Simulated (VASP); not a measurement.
# Co (P6_3/mmc) in VASP: relaxation of cell and atoms with PBEsol

Aim: the relaxation of cell and atoms of Co with PBEsol.

Program: VASP 6.6.1. These are calculated values, not measurements. Logs are shortened: lines on timing, memory, paths and dates and some standing lists are left out, and cuts for length are marked.

### 1 The cell of the first run

It takes space group P6_3/mmc (No. 194, hexagonal). The conventional cell has a = 2.507 Å, b = 2.507 Å, c = 4.070 Å, α = 90.00°, β = 90.00°, γ = 120.00°. Co (site symmetry -6m2) has 12 Co at 2.50 to 2.51 Å within 3.3 Å.

### 2 Relaxation of cell and atoms, PBEsol, collinear spin, ferromagnetic start

Contents of INCAR:

```
SYSTEM = Co
PREC     = Accurate       ! precision mode
ENCUT    = 690            ! plane-wave cutoff, eV
EDIFF    = 1E-7           ! SCF threshold, eV
ISMEAR   = -1             ! smearing method
SIGMA    = 0.02           ! smearing width, eV
LREAL    = .False.        ! projectors in reciprocal space
LASPH    = .True.         ! aspherical terms in the spheres
NELM     = 200            ! most SCF steps
ALGO     = Normal         ! electronic algorithm
ISIF     = 3              ! what is computed and relaxed
LWAVE    = .False.        ! write WAVECAR
LCHARG   = .False.        ! write CHGCAR
ISPIN    = 2              ! spin polarisation
MAGMOM   = 2.5 2.5        ! initial moments
LORBIT   = 11             ! projections on sites
LMAXMIX  = 4              ! l up to which the mixer works
GGA      = PS             ! functional
IBRION   = 2              ! ionic algorithm
NSW      = 80             ! ionic steps
EDIFFG   = -0.03          ! ionic threshold
GGA_COMPAT= .False.      
NELMIN   = 4
```

Contents of KPOINTS:

```
Automatic mesh
0
Gamma
  12 12 6
  0 0 0
```

Contents of POSCAR:

```
Co
1.0
    2.5074000000      0.0000000000      0.0000000000
   -1.2537000000      2.1714720000      0.0000000000
    0.0000000000      0.0000000000      4.0699000000
Co
2
Direct
    0.3333333333      0.6666666667      0.2500000000
    0.6666666667      0.3333333333      0.7500000000
```

Potentials or basis: VASP PAW PBE potentials, release 64 (Co_sv).

On the command line:

```sh
cat potpaw_PBE.64/Co_sv/POTCAR > POTCAR
mpirun -np 1 vasp_std > vasp.out
```

OUTCAR:

```text
SYSTEM = Co
   PREC = Accurate
   ENCUT = 690
   EDIFF = 1E-7
   ISMEAR = -1
   LREAL = .False.
   LASPH = .True.
   NELM = 200
   ISIF = 3
   ISPIN = 2
   LORBIT = 11
   GGA = PS
   IBRION = 2
   NSW = 80
   EDIFFG = -0.03
   NELMIN = 4

 ion  position               nearest neighbor table
   1  0.333  0.667  0.250-   2 2.50   2 2.50   2 2.50   2 2.50   2 2.50   2 2.50
   2  0.667  0.333  0.750-   1 2.50   1 2.50   1 2.50   1 2.50   1 2.50   1 2.50

  LATTYP: Found a hexagonal cell.
 ALAT       =     2.5074000000
 C/A-ratio  =     1.6231554598

  Lattice vectors:

 A1 = (   2.5074000000,   0.0000000000,   0.0000000000)
 A2 = (  -1.2537000000,   2.1714720000,   0.0000000000)
 A3 = (   0.0000000000,   0.0000000000,   4.0699000000)

Analysis of symmetry for initial positions (statically):
=====================================================================
 Subroutine PRICEL returns:
 Original cell was already a primitive cell.

 Routine SETGRP: Setting up the symmetry group for a
 hexagonal supercell.

 Subroutine GETGRP returns: Found 24 space group operations
 (whereof 12 operations were pure point group operations)
 out of a pool of 24 trial point group operations.

The static configuration has the point symmetry D_3d.
 The point group associated with its full space group is D_6h.

Analysis of symmetry for dynamics (positions and initial velocities):
=====================================================================
 Subroutine PRICEL returns:
 Original cell was already a primitive cell.

 Routine SETGRP: Setting up the symmetry group for a
 hexagonal supercell.

 Subroutine GETGRP returns: Found 24 space group operations
 (whereof 12 operations were pure point group operations)
 out of a pool of 24 trial point group operations.

The dynamic configuration has the point symmetry D_3d.
 The point group associated with its full space group is D_6h.

Analysis of structural, dynamic, and magnetic symmetry:
=====================================================================
 Subroutine PRICEL returns:
 Original cell was already a primitive cell.

 Routine SETGRP: Setting up the symmetry group for a
 hexagonal supercell.

 Subroutine GETGRP returns: Found 24 space group operations
 (whereof 12 operations were pure point group operations)
 out of a pool of 24 trial point group operations.

The overall configuration has the point symmetry D_3d.
 The point group associated with its full space group is D_6h.

 Subroutine INISYM returns: Found 24 space group operations
[... 111 lines left out ...]
   EFERMI =   0.00;   METHOD = LEGACY
   ISMEAR =    -1;   SIGMA  =   0.02  broadening in eV -4-tet -1-fermi 0-gaus
   EFERMI_NEDOS =   21; number of points for ismear=-14 and -15
   IALGO  =     38    algorithm
   IMIX   =      4    mixing-type and parameters
     AMIX     =   0.40;   BMIX     =  1.00
     AMIX_MAG =   1.60;   BMIX_MAG =  1.00
  volume/ion in A,a.u.               =      11.08        74.77
  Fermi-wavevector in a.u.,A,eV,Ry     =   1.888197  3.568175 48.508680  3.565287
  Thomas-Fermi vector in A             =   2.930067
   LORBIT       =     11    0 simple, 1 ext, 2 COOP (PROOUT), +10 PAW based schemes
   GGA     = PS    functional components
   LHFCALC =     F    Hartree Fock is set to
   AEXX    =    0.0000 exact exchange contribution
   IVDW    =     0    specifies the selected vdW correction
   LEPSILON=     F    determine dielectric tensor
   LRPA    =     F    only Hartree local field effects (RPA)
 conjugate gradient relaxation of ions
 spin polarized calculation
  energy-cutoff  :      690.00
  volume of cell :       22.16
 maximum number of plane-waves:       941
 NGX is ok and might be reduce to    24
   NGX = 11   NGY = 11   NGZ = 17

--------------------------------------- Ionic step        1  -------------------------------------------

 number of electron      33.9999998 magnetization       3.3476228

 Free energy of the ion-electron system (eV)
  ---------------------------------------------------
  ext. energy  EPLUGINS =         0.00000000
  ---------------------------------------------------
  free energy    TOTEN  =       -15.56263241 eV

  energy without entropy =      -15.55945110  energy(sigma->0) =      -15.56104175

------------------------ aborting loop because EDIFF is reached ----------------------------------------

  FORCE on cell =-STRESS in cart. coord.  units (eV):
  Direction    XX          YY          ZZ          XY          YZ          ZX
  --------------------------------------------------------------------------------------
  -------------------------------------------------------------------------------------
  Total       -1.8963551     -1.8963549     -2.0673541     -0.0000000      0.0000000      0.0000000
  in kB     -137.1098466   -137.1098343   -149.4733820     -0.0000000      0.0000000      0.0000000
  external PRESSURE =    -141.2310210 kB  Pullay stress =       0.0000000 kB
[... 167 lines left out ...]
--------------------------------------- Ionic step        6  -------------------------------------------

 number of electron      33.9999999 magnetization       3.0515955

 Free energy of the ion-electron system (eV)
  ---------------------------------------------------
  ext. energy  EPLUGINS =         0.00000000
  ---------------------------------------------------
  free energy    TOTEN  =       -15.63425972 eV

  energy without entropy =      -15.63192081  energy(sigma->0) =      -15.63309026

 E-fermi :  12.6669     XC(G=0): -14.4376

 val. band max:       12.6658921199   @ k =   0.2500   0.1667   0.0000
 cond. band min:      12.6699015702   @ k =   0.2500  -0.0000   0.0000
 fundamental gap:      0.0040094503
 Fermi energy:        12.6669000911

 spin component 1

 k-point     1 :       0.0000    0.0000    0.0000
  band No.  band energies     occupation
      1     -83.0831      1.00000
      2     -83.0092      1.00000
      3     -46.6382      1.00000
      4     -46.3081      1.00000
      5     -46.3081      1.00000
      6     -46.2491      1.00000
[... 637 lines left out ...]
     23      28.4049      0.00000
     24      29.7854      0.00000

 [... further k-points ...]

 spin component 2

 k-point     1 :       0.0000    0.0000    0.0000
  band No.  band energies     occupation
      1     -81.1477      1.00000
      2     -81.0687      1.00000
      3     -44.7736      1.00000
      4     -44.4147      1.00000
      5     -44.4147      1.00000
      6     -44.3516      1.00000
[... 668 lines left out ...]
  FREE ENERGIE OF THE ION-ELECTRON SYSTEM (eV)
  ---------------------------------------------------
  free  energy   TOTEN  =       -15.6342597196 eV

  energy  without entropy=      -15.6319208102  energy(sigma->0) =      -15.63309026

 reached required accuracy - stopping structural energy minimisation

 total charge

# of ion       s       p       d       tot
------------------------------------------
    1        2.257   6.134   6.704  15.096
    2        2.257   6.134   6.704  15.096
--------------------------------------------------
tot          4.514  12.269  13.409  30.192

 magnetization (x)

# of ion       s       p       d       tot
------------------------------------------
    1       -0.006  -0.014   1.605   1.585
    2       -0.006  -0.014   1.605   1.585
--------------------------------------------------
tot         -0.011  -0.028   3.210   3.170
```

Run time: 3.4 min. Hardware: 1 thread of Intel Xeon 6975P-C (Granite Rapids), shared host; peak memory 0.23 GiB.

Results:

```yaml
Free_energy: -15.6343 eV
Relaxed_volume: 10.29 Å³/atom
Relaxed_cell: a = 2.453 Å, b = 2.453 Å, c = 3.950 Å, α = 90.00°, β = 90.00°, γ = 120.00°
Space_group_after_relaxing_to_0.1_Å: P6_3/mmc (No. 194)
Energy_gained_by_relaxing: 35.8 meV/atom
Ionic_steps: 6
Pressure_after_relaxing: 0.4 GPa
Net_moment: 3.05 μB per cell
Site_moments: Co +1.58 μB
Valence_electrons_inside_the_program's_atomic_spheres: Co 15.10
```

The path:
```csv
step,energy change (eV),largest force (eV/Å),pressure (GPa),volume (Å³)
1,0.0000,0.0000,-14.12,22.16
2,0.0186,0.0000,21.84,19.17
3,-0.0711,0.0000,-0.33,20.65
4,-0.0711,0.0000,0.01,20.62
5,-0.0711,0.0000,0.36,20.59
6,-0.0716,0.0000,0.43,20.59
```

Final structure:
```
Co
1.0
     2.45324    0.00000    0.00000
    -1.22662    2.12457    0.00000
     0.00000    0.00000    3.94991
Co
2
Direct
  0.33333 0.66667 0.25000
  0.66667 0.33333 0.75000
```

Caveat: the PAW data sets were made with another functional, which shifts forces and pressure a little.
